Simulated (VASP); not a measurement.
## Zr3TiN4: single point with PBE

Zr3TiN4:

```
Zr Ti N
1.0
     4.43486    0.00000    0.00000
     0.00000    4.43486    0.00000
     0.00000    0.00000    4.43486
Zr Ti N
3 1 4
Cartesian
  0.0000 0.0000 2.2174
  2.2174 0.0000 0.0000
  0.0000 2.2174 0.0000
  2.2174 2.2174 2.2174
  2.2174 2.2174 0.0000
  0.0000 2.2174 2.2174
  2.2174 0.0000 2.2174
  0.0000 0.0000 0.0000
```

- Program: VASP 6.6.1
- Task: single point
- Functional: PBE
- Potentials or basis: VASP PAW PBE potentials, release 64 (Zr_sv, Ti_sv, N)
- Cutoff: 520 eV
- k mesh: 8 × 8 × 8
- Occupations: gaussian, width 0.1 eV
- Spin: no spin polarisation
- Dipole correction: no
- Further INCAR settings: ALGO = Normal; EDIFF = 1e-06; NBANDS = 44

- Pressure: 18.1 GPa
- Band gap on the k mesh: zero (bands 34 and 35 overlap by 4.03 eV)

Levels at points of the mesh, in eV from the Fermi level:
```
           k point  band 31  band 32  band 33  band 34  band 35  band 36  band 37  band 38
(0.00, 0.00, 0.00)    -2.88    -2.88    -2.52    -2.52    -2.52    -0.45    -0.45    -0.45
(0.50, 0.00, 0.00)    -3.30    -3.30    -2.38    -2.09     0.68     0.68     1.27     1.42
(0.50, 0.50, 0.00)    -4.46    -4.46     0.83     0.83     1.50     1.90     2.00     2.04
(0.50, 0.50, 0.50)    -5.29    -5.29     1.51     1.51     1.51     3.48     3.48     3.61
```

Run time: 100 s on 1 thread of Intel(R) Xeon(R) 6975P-C (Granite Rapids), on a shared host, peak memory 0.27 GiB.

Caveat: the cell stands under pressure.
